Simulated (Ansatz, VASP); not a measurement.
One calculation of Os, two programs

INCAR

```
SYSTEM = Os
PREC = Accurate ; ENCUT = 520
EDIFF = 1E-6 ; ISMEAR = -1
SIGMA = 0.1 ; LREAL = .False.
LASPH = .True. ; NELM = 80
ALGO = Normal ; ISIF = 2
LWAVE = .False. ; LCHARG = .False.
GGA = PE ; NBANDS = 10
```

File KPOINTS:

```
regular mesh
0
Gamma
  17 17 17
  0 0 0
```

Contents of POSCAR:

```
Os
1.0
    0.0000000000      1.8757240486      1.8757240486
    1.8757240486      0.0000000000      1.8757240486
    1.8757240486      1.8757240486      0.0000000000
Os
1
Direct
    0.0000000000      0.0000000000      0.0000000000
```

Input for Ansatz:

```yaml
crystal:
  lattice:
    - [0.0, 1.8757240486, 1.8757240486]
    - [1.8757240486, 0.0, 1.8757240486]
    - [1.8757240486, 1.8757240486, 0.0]
  atoms:
    - { symbol: Os, position: [0.0, 0.0, 0.0] }
kpoints:
  mp_grid: { grid: [17, 17, 17] }
scf:
  occupations: { method: fermi_dirac, width: 0.1 }
hamiltonian:
  xc: pbe
  pseudopotentials: { kind: all_electron, lapw: { basis_error: 0.001 } }
output:
  forces: true
  stress: true
  eigenvalues: true
  populations: true
```

Change from the starting cell: volume scaled by 0.92, LAPW.

Alike in both runs: task single point; functional PBE; k mesh 17 × 17 × 17; occupations fermi-dirac, width 0.1 eV; no spin polarisation.

|  | VASP | Ansatz |
| --- | --- | --- |
| version | VASP 6.6.1 | Ansatz 0.2.0 |
| potentials or method | VASP PAW PBE potentials, release 64 (Os), cutoff 520 eV | all-electron LAPW, scalar-relativistic |

|  | VASP | Ansatz | Ansatz less VASP |
| --- | --- | --- | --- |
| pressure (GPa) | 40.4 | 39.4 | -0.97 |

Both programs put the cell under a high pressure, so it lies far from rest at this level. Ansatz ran all-electron here, and VASP with PAW potentials.

Spin-orbit coupling is off throughout.
